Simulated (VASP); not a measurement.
A run of VASP 6.6.1 is set up as follows.

The input INCAR:

```
PREC = Accurate
ENCUT = 520
EDIFF = 1E-6
ISMEAR = -1
SIGMA = 0.02
LREAL = False
LASPH = True
NELM = 150
ALGO = Normal
ISIF = 2
LWAVE = False
LCHARG = False
ISPIN = 2
MAGMOM = 4 4 0 0 0 0
LORBIT = 11
LMAXMIX = 4
LDAU = True
LDAUTYPE = 2
LDAUL = 2 -1
LDAUU = 6 0
LDAUJ = 0 0
LDAUPRINT = 1
GGA = PS
NBANDS = 38
```

KPOINTS

```
regular mesh
0
Gamma
  9 7 5
```

File POSCAR:

```
MnO2
1.0
    2.9233913950      0.0000000000      0.0000000000
    0.0000000000      3.8702730599      0.0000000000
    0.0000000000      0.0000000000      6.2050881301
Mn O
2 4
Direct
    0.5000000000      0.5000000000      0.3433015000
    0.0000000000      0.0000000000      0.6566985000
    0.5000000000      0.0000000000      0.8375675000
    0.0000000000      0.5000000000      0.1624325000
    0.5000000000      0.0000000000      0.4217995000
    0.0000000000      0.5000000000      0.5782005000
```

Potentials or basis: VASP PAW PBE potentials, release 64 (Mn_pv, O).

Command:

```bash
$ cat potpaw_PBE.64/Mn_pv/POTCAR potpaw_PBE.64/O/POTCAR > POTCAR
$ mpirun -np 1 vasp_std > vasp.out
```

Predict the band gap on the k mesh.

zero (filled and empty bands overlap).

Predict the net moment.

6.00 μB per cell.

Eigenvalues of the final occupation matrices:
```
    site  spin  trace               eigenvalues
site 1 d     1   4.23  0.65 0.72 0.95 0.96 0.96
site 1 d     2   0.64  0.06 0.07 0.07 0.19 0.25
site 2 d     1   4.23  0.65 0.72 0.95 0.96 0.96
site 2 d     2   0.64  0.06 0.07 0.07 0.19 0.25
```

 The state reached can hang on the start; a lower one may exist.
